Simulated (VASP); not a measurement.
# HfN (Fm-3m) in VASP: further runs, part 2 of 2

VASP 6.6.1. Earlier steps stand in the parts before.

### Step 3. Single point, LDA

This run uses another cell than the first one, of 11.15 Å³/atom, 1.010 times its volume.

File INCAR:

```
PREC = Accurate
ENCUT = 520
EDIFF = 1E-6
ISMEAR = -1
SIGMA = 0.1
LREAL = F
LASPH = T
NELM = 80
ALGO = Normal
ISIF = 2
LWAVE = F
LCHARG = T
LELF = T
LVHAR = T
NBANDS = 14
```

File KPOINTS:

```
Automatic mesh
0
Gamma
  16 16 16
```

File POSCAR:

```
HfN
1.0
    0.0000000000      2.2340242490      2.2340242490
    2.2340242490      0.0000000000      2.2340242490
    2.2340242490      2.2340242490      0.0000000000
Hf N
1 1
Direct
    0.0000000000      0.0000000000      0.0000000000
    0.5000000000      0.5000000000      0.5000000000
```

Potentials or basis: VASP PAW LDA potentials, release 64 (Hf_pv, N).

On the command line:

```bash
cat potpaw_LDA.64/Hf_pv/POTCAR potpaw_LDA.64/N/POTCAR > POTCAR
mpirun -np 1 vasp_std > vasp.out
```

Run time: 23 s. Hardware: 1 thread of AMD EPYC 9R45 (Zen 5), shared host; peak memory 0.13 GiB.

The run converged. Its results:

| Quantity | Value |
| --- | --- |
| Free energy | -23.8801 eV |
| Pressure | -1.2 GPa |

Levels at points of the mesh, in eV from the Fermi level:
```csv
k point,band 4,band 5,band 6,band 7,band 8,band 9,band 10,band 11,band 12,band 13
"(0.00, 0.00, 0.00)",-17.43,-2.99,-2.99,-2.99,-0.41,-0.41,-0.41,1.99,1.99,2.32
"(0.50, 0.00, 0.00)",-14.42,-9.03,-6.32,-6.32,3.43,3.84,3.84,4.73,9.22,9.22
"(0.50, 0.50, 0.00)",-16.31,-5.28,-3.98,-3.62,-3.62,4.23,5.75,5.75,6.08,8.39
```

Caveat: spin-orbit coupling is left out, which moves the levels of the heavy elements.

### Step 4. Single point, LDA

This run uses another cell than the first one, of 11.15 Å³/atom, 1.010 times its volume.

File INCAR:

```
SYSTEM = HfN
ALGO = Normal
EDIFF = 1E-6
ENCUT = 520
GGA = CA
ISIF = 2
ISMEAR = -1
LASPH = .TRUE.
LCHARG = .TRUE.
LELF = .TRUE.
LREAL = .FALSE.
LVHAR = .TRUE.
LWAVE = .FALSE.
NBANDS = 14
NELM = 60
PREC = Accurate
SIGMA = 0.1
```

File KPOINTS:

```
k-points
0
G
  16 16 16
  0 0 0
```

POSCAR is that of step 3.

Potentials or basis: VASP PAW LDA potentials, release 64 (Hf_pv, N).

On the command line:

```bash
cat potpaw_LDA.64/Hf_pv/POTCAR potpaw_LDA.64/N/POTCAR > POTCAR
mpirun -np 1 vasp_std > vasp.out
```

OUTCAR:

```text
SYSTEM = HfN
   EDIFF = 1E-6
   ENCUT = 520
   GGA = CA
   ISIF = 2
   ISMEAR = -1
   LASPH = .TRUE.
   LREAL = .FALSE.
   NELM = 60
   PREC = Accurate

 ion  position               nearest neighbor table
   1  0.000  0.000  0.000-   2 2.23   2 2.23   2 2.23   2 2.23   2 2.23   2 2.23
   2  0.500  0.500  0.500-   1 2.23   1 2.23   1 2.23   1 2.23   1 2.23   1 2.23

  LATTYP: Found a face centered cubic cell.
 ALAT       =     4.4680484980

  Lattice vectors:

[... 595 lines left out ...]

  FORCE on cell =-STRESS in cart. coord.  units (eV):
  Direction    XX          YY          ZZ          XY          YZ          ZX
  --------------------------------------------------------------------------------------
  -------------------------------------------------------------------------------------
  Total       -0.1632989     -0.1632989     -0.1632989     -0.0000000     -0.0000000      0.0000000
  in kB      -11.7327626    -11.7327626    -11.7327626     -0.0000000     -0.0000000      0.0000000
  external PRESSURE =     -11.7327626 kB  Pullay stress =       0.0000000 kB

 VOLUME and BASIS-vectors are now :
 -----------------------------------------------------------------------------
  energy-cutoff  :      520.00
  volume of cell :       22.30
      direct lattice vectors                 reciprocal lattice vectors
     0.000000000  2.234024249  2.234024249    -0.223811358  0.223811358  0.223811358
     2.234024249  0.000000000  2.234024249     0.223811358 -0.223811358  0.223811358
     2.234024249  2.234024249  0.000000000     0.223811358  0.223811358 -0.223811358

 POSITION                                       TOTAL-FORCE (eV/Angst)
 -----------------------------------------------------------------------------------
      0.00000      0.00000      0.00000        -0.000000      0.000000      0.000000
      2.23402      2.23402      2.23402         0.000000     -0.000000     -0.000000
 -----------------------------------------------------------------------------------
    total drift:                                0.000000     -0.000000     -0.000000

  FREE ENERGIE OF THE ION-ELECTRON SYSTEM (eV)
  ---------------------------------------------------
  free  energy   TOTEN  =       -23.8800872942 eV

  energy  without entropy=      -23.8616826731  energy(sigma->0) =      -23.87088498
```

stdout:

```text
POSCAR found type information on POSCAR HfN
 POSCAR found :  2 types and       2 ions
 scaLAPACK will be used
 LDA part: xc-table for (Slater(with rela. corr.)+CA(PZ))
 , standard interpolation
 POSCAR, INCAR and KPOINTS ok, starting setup
 FFT: planning ... GRIDC
 FFT: planning ... GRID_SOFT
 FFT: planning ... GRID
 WAVECAR not read
 entering main loop
```

Wall time 24 s (1 thread of AMD EPYC 9R45 (Zen 5), shared host); peak memory 0.13 GiB.

What came out:

```
Free energy : -23.8801 eV
Pressure    : -1.2 GPa
```

Levels at points of the mesh, in eV from the Fermi level:
| k point | band 4 | band 5 | band 6 | band 7 | band 8 | band 9 | band 10 | band 11 | band 12 | band 13 |
| --- | --- | --- | --- | --- | --- | --- | --- | --- | --- | --- |
| (0.00, 0.00, 0.00) | -17.43 | -2.99 | -2.99 | -2.99 | -0.41 | -0.41 | -0.41 | 1.99 | 1.99 | 2.32 |
| (0.50, 0.00, 0.00) | -14.42 | -9.03 | -6.32 | -6.32 | 3.43 | 3.84 | 3.84 | 4.73 | 9.22 | 9.22 |
| (0.50, 0.50, 0.00) | -16.31 | -5.28 | -3.98 | -3.62 | -3.62 | 4.23 | 5.75 | 5.75 | 6.08 | 8.39 |

Caveat: spin-orbit coupling is left out, which moves the levels of the heavy elements.

### Step 5. Single point, LDA

This run uses another cell than the first one, of 11.26 Å³/atom, 1.020 times its volume.

File INCAR:

```
  PREC = Accurate
  ENCUT = 520
  EDIFF = 1E-7
  ISMEAR = -1
  SIGMA = 0.1
  LREAL = F
  LASPH = T
  NELM = 60
  ALGO = Normal
  ISIF = 2
  LWAVE = F
  LCHARG = F
  NBANDS = 14
```

File KPOINTS:

```
regular mesh
0
Gamma
  16 16 16
```

File POSCAR:

```
HfN
1.0
    0.0000000000      2.2414463110      2.2414463110
    2.2414463110      0.0000000000      2.2414463110
    2.2414463110      2.2414463110      0.0000000000
Hf N
1 1
Direct
    0.0000000000      0.0000000000      0.0000000000
    0.5000000000      0.5000000000      0.5000000000
```

On the command line:

```bash
cat potpaw_LDA.64/Hf_pv/POTCAR potpaw_LDA.64/N/POTCAR > POTCAR
mpirun -np 1 vasp_std > vasp.out
```

It took 25 s on 1 thread of AMD EPYC 9R45 (Zen 5), shared host; peak memory 0.13 GiB.

Results (log left out):

```
Free energy : -23.8765 eV
Pressure    : -4.1 GPa
```

Levels at points of the mesh, in eV from the Fermi level:
```
           k point  band 6  band 7  band 8  band 9  band 10  band 11
(0.00, 0.00, 0.00)   -2.98   -2.98   -0.40   -0.40    -0.40     1.96
(0.50, 0.00, 0.00)   -6.27   -6.27    3.38    3.78     3.78     4.68
(0.50, 0.50, 0.00)   -3.93   -3.61   -3.61    4.17     5.67     5.67
```

Caveat: spin-orbit coupling is left out, which moves the levels of the heavy elements.

### Step 6. Relaxation of cell and atoms, LDA

This run uses another cell than the first one, of 11.47 Å³/atom, 1.039 times its volume.

File INCAR:

```
  PREC = Accurate
  ENCUT = 600
  EDIFF = 1E-6
  ISMEAR = -1
  SIGMA = 0.1
  LREAL = F
  LASPH = T
  NELM = 60
  ALGO = Normal
  ISIF = 3
  LWAVE = F
  LCHARG = F
  GGA = CA
  IBRION = 2
  NSW = 80
  EDIFFG = -0.03
```

KPOINTS is that of step 5.

File POSCAR:

```
HfN
1.0
    0.0000000000      2.2550000000      2.2550000000
    2.2550000000      0.0000000000      2.2550000000
    2.2550000000      2.2550000000      0.0000000000
Hf N
1 1
Direct
    0.0000000000      0.0000000000      0.0000000000
    0.5000000000      0.5000000000      0.5000000000
```

Potentials or basis: VASP PAW LDA potentials, release 64 (Hf_pv, N).

On the command line:

```bash
cat potpaw_LDA.64/Hf_pv/POTCAR potpaw_LDA.64/N/POTCAR > POTCAR
mpirun -np 1 vasp_std > vasp.out
```

Run time: 61 s. Hardware: 1 thread of AMD EPYC 9R45 (Zen 5), shared host; peak memory 0.16 GiB.

Results (log left out):

| Property | Result |
| --- | --- |
| Free energy | -23.8817 eV |
| Relaxed volume | 11.11 Å³/atom |
| Relaxed cell | a = 3.156 Å, b = 3.156 Å, c = 3.156 Å, α = 60.00°, β = 60.00°, γ = 60.00° |
| Space group after relaxing (to 0.05 Å) | Fm-3m (No. 225) |
| Energy gained by relaxing | 10.7 meV/atom |
| Ionic steps | 3 |
| Pressure after relaxing | -0.2 GPa |

Step by step:
| step | energy change (eV) | largest force (eV/Å) | pressure (GPa) | volume (Å³) |
| --- | --- | --- | --- | --- |
| 1 | 0.0000 | 0.0000 | -9.19 | 22.93 |
| 2 | 0.0724 | 0.0000 | 22.90 | 20.82 |
| 3 | -0.0214 | 0.0000 | -0.22 | 22.22 |

Final structure:
```yaml
crystal:
  lattice:
    - [0.00000, 2.23152, 2.23152]
    - [2.23152, 0.00000, 2.23152]
    - [2.23152, 2.23152, 0.00000]
  atoms:
    - { symbol: Hf, position: [0.00000, 0.00000, 0.00000] }
    - { symbol: N, position: [0.50000, 0.50000, 0.50000] }
```

Levels at points of the mesh, in eV from the Fermi level:
```csv
k point,band 4,band 5,band 6,band 7,band 8,band 9,band 10,band 11
"(0.00, 0.00, 0.00)",-17.45,-2.99,-2.99,-2.99,-0.41,-0.41,-0.41,2.00
"(0.50, 0.00, 0.00)",-14.41,-9.05,-6.34,-6.34,3.45,3.85,3.85,4.75
"(0.50, 0.50, 0.00)",-16.33,-5.28,-3.99,-3.62,-3.62,4.24,5.78,5.78
```

Caveat: spin-orbit coupling is left out, which moves the levels of the heavy elements.

### Step 7. The runs side by side

```csv
task,cell,cutoff (eV),gap on the mesh (eV),pressure (GPa)
single point,"a = 3.149 Å, angles 60.0°, 2 atoms",520,none,1.9
single point,"a = 3.159 Å, angles 60.0°, 2 atoms",520,none,-1.2
single point,"a = 3.170 Å, angles 60.0°, 2 atoms",520,none,-4.1
relaxation of cell and atoms,"relaxed from a = 3.189 Å, angles 60.0°, 2 atoms",600,none,-0.2
```

Alike in all rows: level LDA; potentials or basis VASP PAW LDA potentials, release 64 (Hf_pv, N); no spin polarisation; k mesh 16 × 16 × 16; smearing fermi-dirac 0.1 eV.

Caveats: spin-orbit coupling is left out, which moves the levels of the heavy elements.

Absolute energies hang on the potentials; compare differences alone.
